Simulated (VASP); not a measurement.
## AlN: single point with PBEsol

Crystal: AlN.

```
Al N
1.0
    -3.11356    0.00000    0.00000
    -1.55678   -2.69642    0.00000
    -0.77839   -1.34821    9.66670
Al N
4 4
Cartesian
  -1.5568 -0.8988 9.0149
  -1.5568 -0.8988 4.0316
  -3.1136 -1.7976 1.5399
  -3.1136 -1.7976 6.5233
  -1.5568 -0.8988 0.9518
  -1.5568 -0.8988 5.9351
  -3.1136 -1.7976 3.4434
  -3.1136 -1.7976 8.4268
```

This cell differs from its parent crystal: the part above a cut slid along it.

```json
{
  "Program": "VASP 6.6.1",
  "Task": "single point",
  "Functional": "PBEsol",
  "Potentials or basis": "VASP PAW PBE potentials, release 64 (Al, N)",
  "Cutoff": "520 eV",
  "k mesh": "8 × 8 × 3",
  "Occupations": "gaussian, width 0.05 eV",
  "Spin": "no spin polarisation",
  "Dipole correction": "no",
  "Further INCAR settings": "ALGO = Normal; EDIFF = 1e-07; NBANDS = 26; ISYM = 0"
}
```

* Pressure: 3.8 GPa
* Largest force: 3.710 eV/Å
* Band gap on the k mesh: 1.84 eV (least direct gap 2.42 eV)

Forces on the atoms (eV/Å):
```
Al   1.016 -0.587 -2.524
Al   0.000  0.000  0.247
Al  -0.985  0.569  3.531
Al  -0.115  0.066  0.137
N    1.180 -0.681  1.218
N   -0.046  0.026 -0.335
N    0.101 -0.058 -0.293
N   -1.152  0.665 -1.981
```

Stress tensor (GPa, compression positive):
```
-0.66 -6.95  2.69
-6.95 -8.68 -1.55
 2.69 -1.55 20.87
```

Levels at points of the mesh, in eV from the valence-band top:
```
           k point  band 13  band 14  band 15  band 16  band 17  band 18  band 19  band 20
(0.00, 0.00, 0.00)    -1.18    -0.97    -0.92     0.00     2.42     4.58     5.68     6.02
(0.50, 0.00, 0.00)    -2.08    -1.92    -1.54    -1.22     1.90     4.44     4.95     5.71
(0.00, 0.50, 0.00)    -2.52    -2.16    -1.67    -0.65     2.81     4.64     4.90     5.62
(0.50, 0.50, 0.00)    -2.22    -2.09    -1.61    -0.36     2.58     4.25     4.83     6.41
```

Wall time 2 min on 1 thread of AMD EPYC 9R45 (Zen 5), with other jobs on the host, peak memory 0.26 GiB.

Caveat: the cell differs from its parent crystal (the part above a cut slid along it); the stress differs along the axes, from -9 to 21 GPa; the PAW data sets were made with another functional, which shifts forces and pressure a little. A k mesh can miss the band edges.
